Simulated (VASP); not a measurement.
# Rh (C2/c) in VASP: further runs, part 2 of 2

VASP 6.6.1.

## (4) Single point, BLYP (volume scaled by 0.88)

File INCAR:

```
PREC = Accurate
ENCUT = 520
EDIFF = 1E-6
ISMEAR = -1
SIGMA = 0.1
LREAL = False
LASPH = True
NELM = 60
ALGO = Normal
ISIF = 2
LWAVE = False
LCHARG = True
GGA = B5
ALDAX = 1.0
AGGAX = 1.0
AGGAC = 1.0
ALDAC = 0.0
LELF = True
LVHAR = True
NBANDS = 22
```

File KPOINTS:

```
Automatic mesh
0
Gamma
  14 14 13
```

File POSCAR:

```
Rh
1.0
   -2.5991418685      2.9933384401      1.2850946054
    2.9933384401     -2.5991418685      1.2850946054
    1.8314216160      1.8314216160     -0.5631228626
Rh
2
Direct
    0.0101195011      0.9898804989      0.0000000000
    0.7398804989      0.2601195011      0.5000000000
```

Potentials or basis: VASP PAW PBE potentials, release 64 (Rh_pv).

Run with:

```console
$ cat potpaw_PBE.64/Rh_pv/POTCAR > POTCAR
$ mpirun -np 1 vasp_std > vasp.out
```

OUTCAR:

```text
PREC = Accurate
   ENCUT = 520
   EDIFF = 1E-6
   ISMEAR = -1
   LREAL = False
   LASPH = True
   NELM = 60
   ISIF = 2
   GGA = B5

 ion  position               nearest neighbor table
   1  0.010  0.990  0.000-   2 2.51   2 2.51   2 2.60   2 2.60   2 2.61   2 2.61
   2  0.740  0.260  0.500-   1 2.51   1 2.51   1 2.60   1 2.60   1 2.61   1 2.61

  LATTYP: Found a base centered monoclinic cell.
 ALAT       =     2.6299533177
 B/A-ratio  =     3.0072630744
 C/A-ratio  =     1.0078245713
 COS(beta)  =    -0.0004952192

  Lattice vectors:

 A1 = (  -2.5991418685,   2.9933384401,   1.2850946054)
 A2 = (   2.9933384401,  -2.5991418685,   1.2850946054)
 A3 = (   1.8314216160,   1.8314216160,  -0.5631228626)

Analysis of symmetry for initial positions (statically):
=====================================================================
 Subroutine PRICEL returns:
 Original cell was already a primitive cell.

 Routine SETGRP: Setting up the symmetry group for a
 base centered monoclinic supercell.

 Subroutine GETGRP returns: Found  4 space group operations
 (whereof  2 operations were pure point group operations)
 out of a pool of  4 trial point group operations.

The static configuration has the point symmetry C_2 .
 The point group associated with its full space group is C_2h.

Analysis of symmetry for dynamics (positions and initial velocities):
=====================================================================
 Subroutine PRICEL returns:
 Original cell was already a primitive cell.

 Routine SETGRP: Setting up the symmetry group for a
 base centered monoclinic supercell.

 Subroutine GETGRP returns: Found  4 space group operations
 (whereof  2 operations were pure point group operations)
 out of a pool of  4 trial point group operations.

[... 112 lines left out ...]
   NELECT =      30.0000    total number of electrons
   NUPDOWN=      -1.0000    fix difference up-down
   EMIN   =  10.00;   EMAX   =-10.00  energy-range for DOS
   EFERMI =   0.00;   METHOD = LEGACY
   ISMEAR =    -1;   SIGMA  =   0.10  broadening in eV -4-tet -1-fermi 0-gaus
   EFERMI_NEDOS =   21; number of points for ismear=-14 and -15
   IALGO  =     38    algorithm
   IMIX   =      4    mixing-type and parameters
     AMIX     =   0.40;   BMIX     =  1.00
     AMIX_MAG =   1.60;   BMIX_MAG =  1.00
  volume/ion in A,a.u.               =      13.78        93.01
  Fermi-wavevector in a.u.,A,eV,Ry     =   1.683934  3.182174 38.581146  2.835634
  Thomas-Fermi vector in A             =   2.767046
   LORBIT       =      0    0 simple, 1 ext, 2 COOP (PROOUT), +10 PAW based schemes
   GGA     = B5    functional components
   LHFCALC =     F    Hartree Fock is set to
   AEXX    =    0.0000 exact exchange contribution
   IVDW    =     0    specifies the selected vdW correction
   LEPSILON=     F    determine dielectric tensor
   LRPA    =     F    only Hartree local field effects (RPA)
 non-spin polarized calculation
  energy-cutoff  :      520.00
  volume of cell :       27.57
 maximum number of plane-waves:       756
   NGX = 15   NGY = 15   NGZ =  9

 number of electron      29.9999994 magnetization

 Free energy of the ion-electron system (eV)
  ---------------------------------------------------
  ext. energy  EPLUGINS =         0.00000000
  ---------------------------------------------------
  free energy    TOTEN  =       -11.72989408 eV

  energy without entropy =      -11.65279529  energy(sigma->0) =      -11.69134469

 E-fermi :  12.4527     XC(G=0): -13.2882

 val. band max:       12.4519869283   @ k =   0.2143   0.2143  -0.0000
 cond. band min:      12.4532751348   @ k =  -0.0714  -0.1429   0.3077
 fundamental gap:      0.0012882064
 Fermi energy:        12.4526934099

 k-point     1 :       0.0000    0.0000    0.0000
  band No.  band energies     occupation
      1     -34.7551      2.00000
      2     -34.0774      2.00000
      3     -33.9088      2.00000
      4     -33.7842      2.00000
      5     -33.7735      2.00000
      6     -33.7296      2.00000
[... 589 lines left out ...]
     21      26.2150      0.00000
     22      30.0315      0.00000

 [... further k-points ...]

------------------------ aborting loop because EDIFF is reached ----------------------------------------

  FORCE on cell =-STRESS in cart. coord.  units (eV):
  Direction    XX          YY          ZZ          XY          YZ          ZX
  --------------------------------------------------------------------------------------
  -------------------------------------------------------------------------------------
  Total        6.3616207      6.3616207      5.3253206     -0.3172721     -0.1121200     -0.1121201
  in kB      369.7497745    369.7497745    309.5179965    -18.4404696     -6.5166317     -6.5166368
  external PRESSURE =     349.6725152 kB  Pullay stress =       0.0000000 kB

 VOLUME and BASIS-vectors are now :
 -----------------------------------------------------------------------------
  energy-cutoff  :      520.00
  volume of cell :       27.57
      direct lattice vectors                 reciprocal lattice vectors
    -2.599141868  2.993338440  1.285094605    -0.032283270  0.146528267  0.371554363
     2.993338440 -2.599141868  1.285094605     0.146528267 -0.032283270  0.371554363
     1.831421616  1.831421616 -0.563122863     0.260716868  0.260716868 -0.079973642

 POSITION                                       TOTAL-FORCE (eV/Angst)
 -----------------------------------------------------------------------------------
      2.93675     -2.54255      1.28509         0.195751     -0.195751      0.000000
     -0.22872      2.45434      1.00353        -0.195751      0.195751     -0.000000
 -----------------------------------------------------------------------------------
    total drift:                               -0.000000     -0.000000      0.000000

  FREE ENERGIE OF THE ION-ELECTRON SYSTEM (eV)
  ---------------------------------------------------
  free  energy   TOTEN  =       -11.7298940814 eV

  energy  without entropy=      -11.6527952907  energy(sigma->0) =      -11.69134469
```

OSZICAR:

```text
N       E                     dE             d eps       ncg     rms          rms(c)
DAV:   1     0.332711329026E+03    0.33271E+03   -0.18305E+04 30228   0.157E+03
DAV:   2    -0.525321217448E+01   -0.33796E+03   -0.32588E+03 31134   0.476E+02
DAV:   3    -0.124051180249E+02   -0.71519E+01   -0.71188E+01 35808   0.786E+01
DAV:   4    -0.124579066842E+02   -0.52789E-01   -0.52784E-01 33874   0.680E+00
DAV:   5    -0.124588804594E+02   -0.97378E-03   -0.97376E-03 36108   0.940E-01    0.148E+01
DAV:   6    -0.117638746814E+02    0.69501E+00   -0.15680E+00 33906   0.134E+01    0.580E+00
DAV:   7    -0.117347371208E+02    0.29138E-01   -0.44368E-02 35580   0.193E+00    0.241E+00
DAV:   8    -0.117300075860E+02    0.47295E-02   -0.71488E-03 32172   0.950E-01    0.173E-01
DAV:   9    -0.117298818985E+02    0.12569E-03   -0.20551E-04 35946   0.160E-01    0.433E-02
DAV:  10    -0.117298998843E+02   -0.17986E-04   -0.20395E-05 33486   0.433E-02    0.272E-02
DAV:  11    -0.117298947251E+02    0.51592E-05   -0.12306E-06 23814   0.147E-02    0.365E-03
DAV:  12    -0.117298940814E+02    0.64365E-06   -0.24637E-07 17142   0.540E-03
   1 F= -.11729894E+02 E0= -.11691345E+02  d E =-.770988E-01
```

Run time: 3.9 min. Hardware: 1 thread of Oxide Virtual Turin-like, shared host; peak memory 0.37 GiB.

Results:

```
Free energy            : -11.7299 eV
Pressure               : 35.0 GPa
Largest force          : 0.277 eV/Å
Band gap on the k mesh : zero (band 15 reaches 13.62 eV, above the bottom of band 16 at 11.46 eV)
```

Forces on the atoms (eV/Å):
```
Rh   0.196 -0.196  0.000
Rh  -0.196  0.196  0.000
```

Caveat: the PAW data sets were made with another functional, which shifts forces and pressure a little.

## (5) Single point, BLYP (volume scaled by 0.92)

File INCAR:

```
SYSTEM = Rh
PREC = Accurate ; ENCUT = 520
EDIFF = 1E-7 ; ISMEAR = -1
SIGMA = 0.1 ; LREAL = .FALSE.
LASPH = .TRUE. ; NELM = 100
ALGO = Normal ; ISIF = 2
LWAVE = .FALSE. ; LCHARG = .FALSE.
GGA = B5 ; ALDAX = 1.0
AGGAX = 1.0 ; AGGAC = 1.0
ALDAC = 0.0 ; NBANDS = 22
```

File KPOINTS:

```
Automatic mesh
0
G
  14 14 13
  0 0 0
```

File POSCAR:

```
Rh
1.0
   -2.6379407509      3.0380217209      1.3042779501
    3.0380217209     -2.6379407509      1.3042779501
    1.8587602976      1.8587602976     -0.5715289207
Rh
2
Direct
    0.0101195011      0.9898804989      0.0000000000
    0.7398804989      0.2601195011      0.5000000000
```

Run with:

```console
$ cat potpaw_PBE.64/Rh_pv/POTCAR > POTCAR
$ mpirun -np 1 vasp_std > vasp.out
```

Run time: 6 min. Hardware: 1 thread of Oxide Virtual Turin-like, shared host; peak memory 0.39 GiB.

It converged, with:

```yaml
Free_energy: -11.9451 eV
Pressure: 20.5 GPa
Largest_force: 0.173 eV/Å
Band_gap_on_the_k_mesh: zero (band 15 reaches 12.72 eV, above the bottom of band 16 at 10.72 eV)
```

Forces in eV/Å, atoms in the order of the input:
```
Rh   0.122 -0.122  0.000
Rh  -0.122  0.122  0.000
```

Stress tensor (GPa, compression positive):
```
21.65 -1.28 -0.35
-1.28 21.65 -0.35
-0.35 -0.35 18.05
```

Levels at points of the mesh, in eV from the Fermi level:
```tsv
k point	band 12	band 13	band 14	band 15	band 16	band 17	band 18	band 19
(0.00, 0.00, 0.00)	-1.69	-1.66	-0.86	-0.40	0.15	1.26	2.96	10.59
(0.50, 0.00, 0.00)	-2.43	-1.54	-1.40	-0.75	0.59	2.40	4.56	5.21
(0.50, 0.50, 0.00)	-2.76	-1.54	-1.38	-1.09	-0.74	0.54	0.83	14.00
```

Caveat: the PAW data sets were made with another functional, which shifts forces and pressure a little.

## (6) Single point, BLYP (volume scaled by 1.04)

File INCAR:

```
PREC = Accurate
ENCUT = 520
EDIFF = 1E-7
ISMEAR = -1
SIGMA = 0.1
LREAL = False
LASPH = True
NELM = 60
ALGO = Normal
ISIF = 2
LWAVE = False
LCHARG = False
GGA = B5
ALDAX = 1.0
AGGAX = 1.0
AGGAC = 1.0
ALDAC = 0.0
NBANDS = 22
```

File KPOINTS:

```
regular mesh
0
Gamma
  14 14 13
```

File POSCAR:

```
Rh
1.0
   -2.7479798311      3.1647497818      1.3586846103
    3.1647497818     -2.7479798311      1.3586846103
    1.9362966386      1.9362966386     -0.5953696824
Rh
2
Direct
    0.0101195011      0.9898804989      0.0000000000
    0.7398804989      0.2601195011      0.5000000000
```

Potentials or basis: VASP PAW PBE potentials, release 64 (Rh_pv).

Run with:

```console
$ cat potpaw_PBE.64/Rh_pv/POTCAR > POTCAR
$ mpirun -np 1 vasp_std > vasp.out
```

It took 9.1 min on 1 thread of Oxide Virtual Turin-like, shared host; peak memory 0.45 GiB.

Results (log left out):

| Quantity | Value |
| --- | --- |
| Free energy | -12.0717 eV |
| Pressure | -6.5 GPa |
| Largest force | 0.036 eV/Å |
| Band gap on the k mesh | zero (band 15 reaches 10.48 eV, above the bottom of band 16 at 8.86 eV) |

Forces on the atoms (eV/Å):
```
Rh  -0.025  0.025  0.000
Rh   0.025 -0.025  0.000
```

Stress tensor (GPa, compression positive):
```
-6.84 -0.20  0.20
-0.20 -6.84  0.20
 0.20  0.20 -5.87
```

Levels at points of the mesh, in eV from the Fermi level:
```csv
k point,band 11,band 12,band 13,band 14,band 15,band 16,band 17,band 18,band 19,band 20
"(0.00, 0.00, 0.00)",-2.83,-1.41,-1.38,-0.70,-0.34,0.11,1.02,2.89,9.34,13.03
"(0.50, 0.00, 0.00)",-2.22,-2.00,-1.21,-1.18,-0.62,0.48,2.10,4.08,4.70,10.47
"(0.50, 0.50, 0.00)",-2.39,-2.28,-1.28,-1.14,-0.91,-0.62,0.43,0.65,13.24,15.75
```

Caveat: the PAW data sets were made with another functional, which shifts forces and pressure a little.

## (7) Summary

| cell | gap on the mesh (eV) | pressure (GPa) | largest force (eV/Å) |
| --- | --- | --- | --- |
| a = 4.290, b = 4.290, c = 2.729 Å, angles 90.0, 90.0, 143.2°, 2 atoms | none | 9.2 | 0.09 |
| a = 4.349, b = 4.349, c = 2.766 Å, angles 90.0, 90.0, 143.2°, 2 atoms | none | 0.3 | 0.02 |
| a = 4.167, b = 4.167, c = 2.651 Å, angles 90.0, 90.0, 143.2°, 2 atoms | none | 35.0 | 0.28 |
| a = 4.230, b = 4.230, c = 2.690 Å, angles 90.0, 90.0, 143.2°, 2 atoms | none | 20.5 | 0.17 |
| a = 4.406, b = 4.406, c = 2.802 Å, angles 90.0, 90.0, 143.2°, 2 atoms | none | -6.5 | 0.04 |

Alike in all rows: task single point; level BLYP; potentials or basis VASP PAW PBE potentials, release 64 (Rh_pv); no spin polarisation; k mesh 14 × 14 × 13; cutoff (eV) 520; smearing fermi-dirac 0.1 eV.

Caveats: the PAW data sets were made with another functional, which shifts forces and pressure a little.

Total energies depend on the potentials used, so only differences within one code and one set of settings carry meaning.
